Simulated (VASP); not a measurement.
# SiC (P6_3mc) in VASP: a series of runs, part 2 of 2

VASP 6.6.1. Earlier steps stand in the parts before.

**4. Relaxation of the atoms, PBE (z stretched by +3 %)**

The input, INCAR:

```
SYSTEM = SiC
ALGO = Normal
EDIFF = 1E-6
EDIFFG = -0.02
ENCUT = 520
GGA = PE
IBRION = 2
ISIF = 2
ISMEAR = -1
LASPH = .TRUE.
LCHARG = .FALSE.
LREAL = .FALSE.
LWAVE = .FALSE.
NELM = 80
NSW = 80
PREC = Accurate
SIGMA = 0.02
```

The input, KPOINTS:

```
k-points
0
G
  16 16 9
  0 0 0
```

The input, POSCAR:

```
SiC
1.0
    3.0760000000      0.0000000000      0.0000000000
   -1.5380000000      2.6638941420      0.0000000000
    0.0000000000      0.0000000000      5.1994400000
Si C
2 2
Direct
    0.3333333333      0.6666666667      0.0044955126
    0.6666666667      0.3333333333      0.5044955126
    0.3333333333      0.6666666667      0.3805044874
    0.6666666667      0.3333333333      0.8805044874
```

Potentials or basis: VASP PAW PBE potentials, release 64 (Si, C).

Launch:

```
$ cat potpaw_PBE.64/Si/POTCAR potpaw_PBE.64/C/POTCAR > POTCAR
$ mpirun -np 1 vasp_std > vasp.out
```

OUTCAR:

```text
SYSTEM = SiC
   EDIFF = 1E-6
   EDIFFG = -0.02
   ENCUT = 520
   GGA = PE
   IBRION = 2
   ISIF = 2
   ISMEAR = -1
   LASPH = .TRUE.
   LREAL = .FALSE.
   NELM = 80
   NSW = 80
   PREC = Accurate

 ion  position               nearest neighbor table
   1  0.333  0.667  0.004-   4 1.89   4 1.89   4 1.89   3 1.96   2 3.15   2 3.15   2 3.15   2 3.15
                             2 3.15   2 3.15
   2  0.667  0.333  0.504-   3 1.89   3 1.89   3 1.89   4 1.96   1 3.15   1 3.15   1 3.15   1 3.15
                             1 3.15   1 3.15
   3  0.333  0.667  0.381-   2 1.89   2 1.89   2 1.89   1 1.96
   4  0.667  0.333  0.881-   1 1.89   1 1.89   1 1.89   2 1.96

  LATTYP: Found a hexagonal cell.
 ALAT       =     3.0760000000
 C/A-ratio  =     1.6903250975

  Lattice vectors:

 A1 = (   3.0760000000,   0.0000000000,   0.0000000000)
 A2 = (  -1.5380000000,   2.6638941420,   0.0000000000)
 A3 = (   0.0000000000,   0.0000000000,   5.1994400000)

Analysis of symmetry for initial positions (statically):
=====================================================================
 Subroutine PRICEL returns:
 Original cell was already a primitive cell.

 Routine SETGRP: Setting up the symmetry group for a
 hexagonal supercell.

 Subroutine GETGRP returns: Found 12 space group operations
 (whereof  6 operations were pure point group operations)
 out of a pool of 24 trial point group operations.

The static configuration has the point symmetry C_3v.
 The point group associated with its full space group is C_6v.

Analysis of symmetry for dynamics (positions and initial velocities):
=====================================================================
 Subroutine PRICEL returns:
 Original cell was already a primitive cell.

 Routine SETGRP: Setting up the symmetry group for a
 hexagonal supercell.

 Subroutine GETGRP returns: Found 12 space group operations
 (whereof  6 operations were pure point group operations)
[... 147 lines left out ...]

 number of electron      16.0000001 magnetization

 Free energy of the ion-electron system (eV)
  ---------------------------------------------------
  ext. energy  EPLUGINS =         0.00000000
  ---------------------------------------------------
  free energy    TOTEN  =       -30.06527973 eV

  energy without entropy =      -30.06527973  energy(sigma->0) =      -30.06527973

------------------------ aborting loop because EDIFF is reached ----------------------------------------

  FORCE on cell =-STRESS in cart. coord.  units (eV):
  Direction    XX          YY          ZZ          XY          YZ          ZX
  --------------------------------------------------------------------------------------
  -------------------------------------------------------------------------------------
  Total        0.6395138      0.6395138     -3.3507705      0.0000000      0.0000000      0.0000000
  in kB       24.0492012     24.0492012   -126.0072103      0.0000000      0.0000000      0.0000000
  external PRESSURE =     -25.9696027 kB  Pullay stress =       0.0000000 kB
[... 63 lines left out ...]
--------------------------------------- Ionic step        3  -------------------------------------------

 number of electron      16.0000001 magnetization

 Free energy of the ion-electron system (eV)
  ---------------------------------------------------
  ext. energy  EPLUGINS =         0.00000000
  ---------------------------------------------------
  free energy    TOTEN  =       -30.06813855 eV

  energy without entropy =      -30.06813855  energy(sigma->0) =      -30.06813855

 E-fermi :   8.4267     XC(G=0): -11.2249

 val. band max:        7.9989266985   @ k =   0.0000   0.0000   0.0000
 cond. band min:      10.1868161259   @ k =   0.3125   0.3125   0.0000
 fundamental gap:      2.1878894274
 Fermi energy:         8.4267023089

 k-point     1 :       0.0000    0.0000    0.0000
  band No.  band energies     occupation
      1      -7.4077      2.00000
      2      -4.1652      2.00000
      3      -0.6819      2.00000
      4       6.8269      2.00000
      5       6.8269      2.00000
      6       7.6299      2.00000
      7       7.9989      2.00000
      8       7.9989      2.00000
      9      12.9546      0.00000
     10      13.3053      0.00000
     11      14.6633      0.00000
     12      14.6633      0.00000
[... 331 lines left out ...]
 k-point    24 :       0.2500    0.1875    0.0000
  band No.  band energies     occupation
      1      -5.0407      2.00000
      2      -2.4520      2.00000
      3       0.7649      2.00000
      4       2.2371      2.00000
      5       2.7890      2.00000
      6       3.8961      2.00000
      7       5.6095      2.00000
      8       5.8500      2.00000
      9      11.6847      0.00000
     10      13.9802      0.00000
     11      14.9566      0.00000
     12      15.8489      0.00000

 [... further k-points ...]

------------------------ aborting loop because EDIFF is reached ----------------------------------------

  FORCE on cell =-STRESS in cart. coord.  units (eV):
  Direction    XX          YY          ZZ          XY          YZ          ZX
  --------------------------------------------------------------------------------------
  -------------------------------------------------------------------------------------
  Total        0.5167479      0.5167479     -3.2433916      0.0000000      0.0000000     -0.0000000
  in kB       19.4325357     19.4325357   -121.9691786      0.0000000      0.0000000     -0.0000000
  external PRESSURE =     -27.7013691 kB  Pullay stress =       0.0000000 kB
[... 19 lines left out ...]
  FREE ENERGIE OF THE ION-ELECTRON SYSTEM (eV)
  ---------------------------------------------------
  free  energy   TOTEN  =       -30.0681385507 eV

  energy  without entropy=      -30.0681385507  energy(sigma->0) =      -30.06813855

 reached required accuracy - stopping structural energy minimisation
```

Wall time 80 s (1 thread of Intel Xeon Platinum 8375C at 2.90GHz (Ice Lake), shared host); peak memory 0.2 GiB.

Results:

```yaml
Free_energy: -30.0681 eV
Energy_gained_by_relaxing: 0.7 meV/atom
Ionic_steps: 3
Pressure_after_relaxing: -2.8 GPa
Band_gap_on_the_k_mesh: 2.19 eV (least direct gap 4.14 eV)
```

The path:
```
step  energy change (eV)  largest force (eV/Å)  pressure (GPa)
   1              0.0000                0.2096           -2.60
   2             -0.0021                0.1081           -2.84
   3             -0.0029                0.0004           -2.77
```

Final structure:
```cif
data_structure
_symmetry_space_group_name_H-M 'P 1'
_symmetry_Int_Tables_number 1
_cell_length_a 3.0760
_cell_length_b 3.0760
_cell_length_c 5.1994
_cell_angle_alpha 90.000
_cell_angle_beta 90.000
_cell_angle_gamma 120.000
_cell_volume 42.60
loop_
_atom_site_label
_atom_site_type_symbol
_atom_site_fract_x
_atom_site_fract_y
_atom_site_fract_z
_atom_site_occupancy
Si1 Si 0.33333 0.66667 0.00580 1
Si2 Si 0.66667 0.33333 0.50580 1
C1 C 0.33333 0.66667 0.37920 1
C2 C 0.66667 0.33333 0.87920 1
```

Caveat: the cell differs from its parent crystal (z stretched by +3 %); an odd mesh through Γ misses points on the zone boundary, where band edges can lie.

**5. Relaxation of the atoms, PBE (z stretched by +2 %)**

The input, INCAR:

```
  PREC = Accurate
  ENCUT = 520
  EDIFF = 1E-7
  ISMEAR = -1
  SIGMA = 0.02
  LREAL = F
  LASPH = T
  NELM = 80
  ALGO = Normal
  ISIF = 2
  LWAVE = F
  LCHARG = F
  GGA = PE
  IBRION = 2
  NSW = 80
  EDIFFG = -0.02
```

The input, KPOINTS:

```
Automatic mesh
0
Gamma
  16 16 9
```

Changes to POSCAR since step 4:

```diff
@@ -4,3 +4,3 @@
    -1.5380000000      2.6638941420      0.0000000000
-    0.0000000000      0.0000000000      5.1994400000
+    0.0000000000      0.0000000000      5.1489600000
 Si C
```

Launch:

```
$ cat potpaw_PBE.64/Si/POTCAR potpaw_PBE.64/C/POTCAR > POTCAR
$ mpirun -np 1 vasp_std > vasp.out
```

Run time: 2.5 min. Hardware: 1 thread of Intel Xeon 8259CL, shared host; peak memory 0.2 GiB.

The run converged. Its results:

```
Free energy               : -30.0932 eV
Energy gained by relaxing : 0.4 meV/atom
Ionic steps               : 3
Pressure after relaxing   : -0.9 GPa
Band gap on the k mesh    : 2.23 eV (least direct gap 4.09 eV)
```

Stress tensor (GPa, compression positive):
```
 2.35  0.00  0.00
 0.00  2.35  0.00
 0.00  0.00 -7.27
```

The path:
```
step  energy change (eV)  largest force (eV/Å)  pressure (GPa)
   1              0.0000                0.1661           -0.76
   2             -0.0011                0.0981           -0.90
   3             -0.0017                0.0001           -0.85
```

Final structure:
```
CELL_PARAMETERS angstrom
3.07600 0.00000 0.00000
-1.53800 2.66389 0.00000
0.00000 0.00000 5.14896
ATOMIC_POSITIONS crystal
Si 0.33333 0.66667 0.00549
Si 0.66667 0.33333 0.50549
C 0.33333 0.66667 0.37951
C 0.66667 0.33333 0.87951
```

Levels at points of the mesh, in eV from the valence-band top:
```tsv
k point	band 4	band 5	band 6	band 7	band 8	band 9	band 10	band 11	band 12
(0.00, 0.00, 0.00)	-1.22	-1.22	-0.29	0.00	0.00	4.91	5.61	6.66	6.66
(0.50, 0.00, 0.00)	-6.39	-5.41	-3.29	-3.21	-1.24	2.85	4.02	6.68	7.05
```

Caveat: the cell differs from its parent crystal (z stretched by +2 %); an odd mesh through Γ misses points on the zone boundary, where band edges can lie.

**6. Relaxation of the atoms, PBE (z stretched by -2 %)**

The input, INCAR:

```
SYSTEM = SiC
PREC = Accurate
ENCUT = 520
EDIFF = 1E-7
ISMEAR = -1
SIGMA = 0.02
LREAL = .False.
LASPH = .True.
NELM = 100
ALGO = Normal
ISIF = 2
LWAVE = .False.
LCHARG = .False.
GGA = PE
IBRION = 2
NSW = 80
EDIFFG = -0.02
```

The input, KPOINTS:

```
regular mesh
0
Gamma
  16 16 9
  0 0 0
```

Changes to POSCAR since step 5:

```diff
@@ -4,3 +4,3 @@
    -1.5380000000      2.6638941420      0.0000000000
-    0.0000000000      0.0000000000      5.1489600000
+    0.0000000000      0.0000000000      4.9470400000
 Si C
```

Potentials or basis: VASP PAW PBE potentials, release 64 (Si, C).

Launch:

```
$ cat potpaw_PBE.64/Si/POTCAR potpaw_PBE.64/C/POTCAR > POTCAR
$ mpirun -np 1 vasp_std > vasp.out
```

It took 88 s on 1 thread of AMD EPYC 7R13 (Zen 3), shared host; peak memory 0.17 GiB.

The run converged. Its results:

```
Free energy               : -30.0567 eV
Energy gained by relaxing : 0.6 meV/atom
Ionic steps               : 3
Pressure after relaxing   : 8.1 GPa
Band gap on the k mesh    : 2.37 eV (least direct gap 3.85 eV)
```

Stress tensor (GPa, compression positive):
```
 4.70  0.00  0.00
 0.00  4.70  0.00
 0.00  0.00 14.81
```

Step by step:
```
step  energy change (eV)  largest force (eV/Å)  pressure (GPa)
   1              0.0000                0.2240            8.15
   2             -0.0005                0.1936            8.03
   3             -0.0025                0.0001            8.07
```

Final structure:
```
CELL_PARAMETERS angstrom
3.07600 0.00000 0.00000
-1.53800 2.66389 0.00000
0.00000 0.00000 4.94704
ATOMIC_POSITIONS crystal
Si 0.33333 0.66667 0.00335
Si 0.66667 0.33333 0.50335
C 0.33333 0.66667 0.38165
C 0.66667 0.33333 0.88165
```

Levels at points of the mesh, in eV from the valence-band top:
```tsv
k point	band 5	band 6	band 7	band 8	band 9	band 10	band 11	band 12
(0.00, 0.00, 0.00)	-1.51	-0.09	-0.09	0.00	4.61	6.58	6.58	6.63
(0.50, 0.00, 0.00)	-5.53	-3.52	-3.35	-1.24	2.61	4.37	6.98	7.14
```

Caveat: the cell differs from its parent crystal (z stretched by -2 %); an odd mesh through Γ misses points on the zone boundary, where band edges can lie.

**7. The runs side by side**

```tsv
cell	gap on the mesh (eV)	pressure (GPa)
atoms relaxed from a = 3.034, b = 3.034, c = 4.980 Å, angles 90.0, 90.0, 120.0°, 4 atoms	2.26	13.4
atoms relaxed from a = 3.096, b = 3.096, c = 5.081 Å, angles 90.0, 90.0, 120.0°, 4 atoms	2.38	-0.9
atoms relaxed from a = 3.076, b = 3.076, c = 5.199 Å, angles 90.0, 90.0, 120.0°, 4 atoms	2.19	-2.8
atoms relaxed from a = 3.076, b = 3.076, c = 5.149 Å, angles 90.0, 90.0, 120.0°, 4 atoms	2.23	-0.9
atoms relaxed from a = 3.076, b = 3.076, c = 4.947 Å, angles 90.0, 90.0, 120.0°, 4 atoms	2.37	8.1
```

Alike in all rows: task relaxation of the atoms; level PBE; potentials or basis VASP PAW PBE potentials, release 64 (Si, C); no spin polarisation; k mesh 16 × 16 × 9; cutoff (eV) 520; smearing fermi-dirac 0.02 eV.

Caveats: an odd mesh through Γ misses points on the zone boundary, where band edges can lie; the relaxation stopped at its first step, so nothing moved (at least some runs).

Total energies depend on the potentials used, so only differences within one code and one set of settings carry meaning.
